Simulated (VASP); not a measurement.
# GaN (I-4m2) in VASP: notebook

The runs below take GaN through single point, with r2SCAN.

All numbers are computed with VASP 6.6.1; they aren't measurements. Logs are shortened: lines on timing, memory, paths and dates and some standing lists are left out, and cuts for length are marked.

## (1) The cell of the first run

The structure is tetragonal, space group I-4m2 (No. 119). The conventional cell has a = 3.085 Å, b = 3.085 Å, c = 4.430 Å, α = 90.00°, β = 90.00°, γ = 90.00°. Ga (site symmetry -4m2) has 4 N at 1.90 Å within 2.5 Å. N (site symmetry -4m2) has 4 Ga at 1.90 Å within 2.5 Å.

## (2) Single point, r2SCAN (strain -0.030 along x and y, -0.015 along z)

Contents of POSCAR:

```
GaN
1.0
    0.0000000000      2.1814686658      2.2152027174
    2.1814686658      0.0000000000      2.2152027174
    2.1814686658      2.1814686658      0.0000000000
Ga N
1 1
Direct
    0.0000000000      0.0000000000      0.0000000000
    0.7500000000      0.7500000000      0.7500000000
```

Contents of INCAR.step1:

```
SYSTEM = GaN
PREC = Accurate
ENCUT = 520
ISMEAR = 0
SIGMA = 0.05
LREAL = .False.
LASPH = .True.
NELM = 100
NBANDS = 16
GGA = PE
ALGO = Normal
EDIFF = 1E-4
LWAVE = .True.
LCHARG = .False.
```

Contents of INCAR.step2:

```
SYSTEM = GaN
PREC = Accurate
ENCUT = 520
EDIFF = 1E-7
ISMEAR = 0
SIGMA = 0.05
LREAL = .False.
LASPH = .True.
NELM = 100
ALGO = Normal
ISIF = 2
LWAVE = .False.
LCHARG = .False.
METAGGA = R2SCAN
LMIXTAU = .True.
NBANDS = 16
ISTART = 1
```

Contents of KPOINTS:

```
regular mesh
0
Gamma
  10 10 10
  0 0 0
```

Potentials or basis: VASP PAW PBE potentials, release 64 (Ga_d, N).

Started as:

```bash
cat potpaw_PBE.64/Ga_d/POTCAR potpaw_PBE.64/N/POTCAR > POTCAR
cp INCAR.step1 INCAR
mpirun -np 1 vasp_std > vasp.out
cp INCAR.step2 INCAR
mpirun -np 1 vasp_std > vasp.out
```

OUTCAR:

```text
SYSTEM = GaN
   PREC = Accurate
   ENCUT = 520
   EDIFF = 1E-7
   ISMEAR = 0
   LREAL = .False.
   LASPH = .True.
   NELM = 100
   ISIF = 2
   METAGGA = R2SCAN
   ISTART = 1

 ion  position               nearest neighbor table
   1  0.000  0.000  0.000-   2 1.90   2 1.90   2 1.90   2 1.90
   2  0.750  0.750  0.750-   1 1.90   1 1.90   1 1.90   1 1.90

  LATTYP: Found a body centered tetragonal cell.
 ALAT       =     3.0850625731
 C/A-ratio  =     1.4360828443

  Lattice vectors:

 A1 = (  -2.1814686658,   0.0000000000,   2.2152027174)
 A2 = (   2.1814686658,   0.0000000000,   2.2152027174)
 A3 = (   0.0000000000,   2.1814686658,  -2.2152027174)

Analysis of symmetry for initial positions (statically):
=====================================================================
 Subroutine PRICEL returns:
 Original cell was already a primitive cell.

 Routine SETGRP: Setting up the symmetry group for a
 body centered tetragonal supercell.

 Subroutine GETGRP returns: Found  8 space group operations
 (whereof  8 operations were pure point group operations)
 out of a pool of 16 trial point group operations.

The static configuration has the point symmetry D_2d.

Analysis of symmetry for dynamics (positions and initial velocities):
=====================================================================
 Subroutine PRICEL returns:
 Original cell was already a primitive cell.

 Routine SETGRP: Setting up the symmetry group for a
 body centered tetragonal supercell.

 Subroutine GETGRP returns: Found  8 space group operations
 (whereof  8 operations were pure point group operations)
 out of a pool of 16 trial point group operations.

The dynamic configuration has the point symmetry D_2d.

 Subroutine INISYM returns: Found  8 space group operations
 (whereof  8 operations are pure point group operations),
 and found     1 'primitive' translations

----------------------------------------------------------------------------------------

                                     Primitive cell

  volume of cell :      21.0834

  direct lattice vectors                    reciprocal lattice vectors
     0.000000000  2.181468666  2.215202717    -0.229203384  0.229203384  0.225712977
     2.181468666  0.000000000  2.215202717     0.229203384 -0.229203384  0.225712977
     2.181468666  2.181468666  0.000000000     0.229203384  0.229203384 -0.225712977

  length of vectors
     3.109007658  3.109007658  3.085062573     0.394987000  0.394987000  0.394987000

  position of ions in fractional coordinates (direct lattice)
     0.000000000  0.000000000  0.000000000
     0.750000000  0.750000000  0.750000000

  ion indices of the primitive-cell ions
   primitive index   ion index
                 1           1
                 2           2

----------------------------------------------------------------------------------------

 KPOINTS: regular mesh

Automatic generation of k-mesh.
 Grid dimensions read from file:
 generate k-points for:   10   10   10

 Generating k-lattice:

  Cartesian coordinates                     Fractional coordinates (reciprocal lattice)
    -0.022920338  0.022920338  0.022571298     0.100000000  0.000000000  0.000000000
     0.022920338 -0.022920338  0.022571298     0.000000000  0.100000000  0.000000000
     0.022920338  0.022920338 -0.022571298    -0.000000000 -0.000000000  0.100000000

  Length of vectors
     0.039498700  0.039498700  0.039498700

  Shift w.r.t. Gamma in fractional coordinates (k-lattice)
     0.000000000  0.000000000  0.000000000

 Subroutine IBZKPT returns following result:
 ===========================================

 Found    102 irreducible k-points:

 Following reciprocal coordinates:
            Coordinates               Weight
  0.000000  0.000000  0.000000      1.000000
  0.100000 -0.000000  0.000000      8.000000
  0.200000 -0.000000  0.000000      8.000000
  0.300000  0.000000  0.000000      8.000000
  0.400000 -0.000000  0.000000      8.000000
  0.500000 -0.000000  0.000000      4.000000
[... 16 lines left out ...]
  0.300000  0.300000  0.000000      2.000000
  0.400000  0.300000  0.000000      8.000000
 [... further k-points ...]
   k-points           NKPTS =    102   k-points in BZ     NKDIM =    102   number of bands    NBANDS=     16
   number of dos      NEDOS =    301   number of ions     NIONS =      2
   total plane-waves  NPLWV =  13824
   dimension x,y,z NGX =    24 NGY =   24 NGZ =   24
   dimension x,y,z NGXF=    48 NGYF=   48 NGZF=   48
   ions per type =               1   1
   NGX,Y,Z   is equivalent  to a cutoff of  12.83, 12.83, 12.93 a.u.
   NGXF,Y,Z  is equivalent  to a cutoff of  25.67, 25.67, 25.87 a.u.
 SYSTEM =  GaN
   PREC   = accura    normal or accurate (medium, high low for compatibility)
   ISTART =      1    job   : 0-new  1-cont  2-samecut
   ICHARG =      0    charge: 1-file 2-atom 10-const
   ISPIN  =      1    spin polarized calculation?
   LNONCOLLINEAR =      F non collinear calculations
   LSORBIT =      F    spin-orbit coupling
   LASPH  =      T    aspherical Exc in radial PAW
   ENCUT  =  520.0 eV  38.22 Ry    6.18 a.u.   5.78  5.78  5.74*2*pi/ulx,y,z
   NELM   =    100;   NELMIN=  2; NELMDL=  0     # of ELM steps
   EDIFF  = 0.1E-06   stopping-criterion for ELM
   LREAL  =      F    real-space projection
   EDIFFG = 0.1E-05   stopping-criterion for IOM
   NSW    =      0    number of steps for IOM
   IBRION =     -1    ionic relax: 0-MD 1-quasi-New 2-CG
   NFREE  =      0    steps in history (QN), initial steepest desc. (CG)
   ISIF   =      2    stress and relaxation
   ISYM   =      2    0-nonsym 1-usesym 2-fastsym
   POTIM  = 0.5000    time-step for ionic-motion
   TEBEG  =    0.0;   TEEND  =   0.0 temperature during run
   PSTRESS=    0.0 pullay stress
   NELECT =      18.0000    total number of electrons
   NUPDOWN=      -1.0000    fix difference up-down
   EMIN   =  10.00;   EMAX   =-10.00  energy-range for DOS
   EFERMI =   0.00;   METHOD = LEGACY
   ISMEAR =     0;   SIGMA  =   0.05  broadening in eV -4-tet -1-fermi 0-gaus
   EFERMI_NEDOS =   21; number of points for ismear=-14 and -15
   IALGO  =     38    algorithm
   IMIX   =      4    mixing-type and parameters
     AMIX     =   0.40;   BMIX     =  1.00
     AMIX_MAG =   1.60;   BMIX_MAG =  1.00
  volume/ion in A,a.u.               =      10.54        71.14
  Fermi-wavevector in a.u.,A,eV,Ry     =   1.553049  2.934837 32.816729  2.411962
  Thomas-Fermi vector in A             =   2.657336
   LORBIT       =      0    0 simple, 1 ext, 2 COOP (PROOUT), +10 PAW based schemes
   METAGGA = R2SCAN    functional components
   LHFCALC =     F    Hartree Fock is set to
   AEXX    =    0.0000 exact exchange contribution
   IVDW    =     0    specifies the selected vdW correction
   LEPSILON=     F    determine dielectric tensor
   LRPA    =     F    only Hartree local field effects (RPA)
 non-spin polarized calculation
 Gauss-broadening in eV      SIGMA  =   0.05
  energy-cutoff  :      520.00
  volume of cell :       21.08
 maximum number of plane-waves:       588
   NGX = 11   NGY = 11   NGZ = 11

 number of electron      17.9999996 magnetization

 Free energy of the ion-electron system (eV)
  ---------------------------------------------------
  ext. energy  EPLUGINS =         0.00000000
  ---------------------------------------------------
  free energy    TOTEN  =       -21.79544633 eV

  energy without entropy =      -21.79544633  energy(sigma->0) =      -21.79544633

 E-fermi :   6.1974     XC(G=0): -13.1270

 val. band max:        5.9776272846   @ k =   0.0000   0.0000   0.0000
 cond. band min:       8.6174627832   @ k =   0.0000   0.0000   0.0000
 fundamental gap:      2.6398354985
 Fermi energy:         6.1974343571

 k-point     1 :       0.0000    0.0000    0.0000
  band No.  band energies     occupation
      1     -11.5248      2.00000
      2      -7.9864      2.00000
      3      -7.9676      2.00000
      4      -7.9676      2.00000
      5      -7.5255      2.00000
      6      -7.5225      2.00000
[... 8 lines left out ...]
     15      25.9744      0.00000
     16      26.5344      0.00000

 k-point     2 :       0.1000   -0.0000    0.0000
  band No.  band energies     occupation
      1     -11.3964      2.00000
      2      -7.9647      2.00000
      3      -7.9497      2.00000
      4      -7.9354      2.00000
      5      -7.5267      2.00000
      6      -7.5248      2.00000
[... 8 lines left out ...]
     15      25.0396      0.00000
     16      25.1625      0.00000

 k-point     3 :       0.2000   -0.0000    0.0000
  band No.  band energies     occupation
      1     -11.0598      2.00000
      2      -7.9205      2.00000
      3      -7.9073      2.00000
      4      -7.7855      2.00000
      5      -7.5252      2.00000
      6      -7.5239      2.00000
[... 8 lines left out ...]
     15      24.1085      0.00000
     16      24.1491      0.00000

 k-point     4 :       0.3000    0.0000    0.0000
  band No.  band energies     occupation
      1     -10.6631      2.00000
      2      -7.8815      2.00000
      3      -7.8675      2.00000
      4      -7.5114      2.00000
      5      -7.5067      2.00000
      6      -7.4040      2.00000
[... 8 lines left out ...]
     15      24.7127      0.00000
     16      24.7247      0.00000
[... 324 lines left out ...]
 k-point    22 :      -0.2000    0.2000    0.0000
  band No.  band energies     occupation
      1     -10.5345      2.00000
      2      -7.8579      2.00000
      3      -7.8303      2.00000
      4      -7.5732      2.00000
      5      -7.5554      2.00000
      6      -7.1821      2.00000
[... 8 lines left out ...]
     15      25.3079      0.00000
     16      28.4214      0.00000

 k-point    23 :       0.3000    0.3000    0.0000
  band No.  band energies     occupation
      1     -10.4278      2.00000
      2      -7.7856      2.00000
      3      -7.7181      2.00000
      4      -7.7181      2.00000
      5      -7.4614      2.00000
      6      -7.2416      2.00000
[... 8 lines left out ...]
     15      29.8215      0.00000
     16      31.0264      0.00000

 k-point    24 :       0.4000    0.3000    0.0000
  band No.  band energies     occupation
      1     -10.2297      2.00000
      2      -7.7980      2.00000
      3      -7.6707      2.00000
      4      -7.6696      2.00000
      5      -7.4501      2.00000
      6      -6.8105      2.00000
[... 8 lines left out ...]
     15      30.3180      0.00000
     16      30.7892      0.00000

 [... further k-points ...]

------------------------ aborting loop because EDIFF is reached ----------------------------------------

  FORCE on cell =-STRESS in cart. coord.  units (eV):
  Direction    XX          YY          ZZ          XY          YZ          ZX
  --------------------------------------------------------------------------------------
  -------------------------------------------------------------------------------------
  Total        2.5715752      2.5715752      2.3176392      0.0000000      0.0000000      0.0000000
  in kB      195.4197199    195.4197199    176.1225601      0.0000000      0.0000000      0.0000000
  external PRESSURE =     188.9873333 kB  Pullay stress =       0.0000000 kB

 VOLUME and BASIS-vectors are now :
 -----------------------------------------------------------------------------
  energy-cutoff  :      520.00
  volume of cell :       21.08
      direct lattice vectors                 reciprocal lattice vectors
     0.000000000  2.181468666  2.215202717    -0.229203384  0.229203384  0.225712977
     2.181468666  0.000000000  2.215202717     0.229203384 -0.229203384  0.225712977
     2.181468666  2.181468666  0.000000000     0.229203384  0.229203384 -0.225712977

 POSITION                                       TOTAL-FORCE (eV/Angst)
 -----------------------------------------------------------------------------------
      0.00000      0.00000      0.00000        -0.000000     -0.000000     -0.000000
      3.27220      3.27220      3.32280         0.000000      0.000000      0.000000
 -----------------------------------------------------------------------------------
    total drift:                               -0.000008     -0.000008     -0.000007

  FREE ENERGIE OF THE ION-ELECTRON SYSTEM (eV)
  ---------------------------------------------------
  free  energy   TOTEN  =       -21.7954463294 eV

  energy  without entropy=      -21.7954463294  energy(sigma->0) =      -21.79544633
```

Run time: 3.3 min. Hardware: 1 thread of Intel Xeon 8259CL, shared host; peak memory 0.17 GiB.

What came out:

```
Free energy            : -21.7954 eV
Pressure               : 18.9 GPa
Band gap on the k mesh : 2.64 eV
```

Levels at points of the mesh, in eV from the valence-band top:
```
           k point  band 6  band 7  band 8  band 9  band 10  band 11  band 12  band 13
(0.00, 0.00, 0.00)  -13.50   -0.08    0.00    0.00     2.64    11.51    11.51    11.55
(0.50, 0.00, 0.00)  -12.35   -7.76   -1.20   -1.07     5.72     9.85    11.29    11.54
(0.50, 0.50, 0.00)  -12.05   -6.72   -3.03   -3.03     3.85     7.90    13.05    15.91
(0.50, 0.00, 0.50)  -11.96   -6.54   -3.17   -3.15     3.73     7.62    13.31    15.61
```

Caveat: the cell differs from its parent crystal (strain -0.030 along x and y, -0.015 along z); the cell stands under pressure; the PAW data sets were made with another functional, which shifts forces and pressure a little.

(Continued in part 2 of 2.)
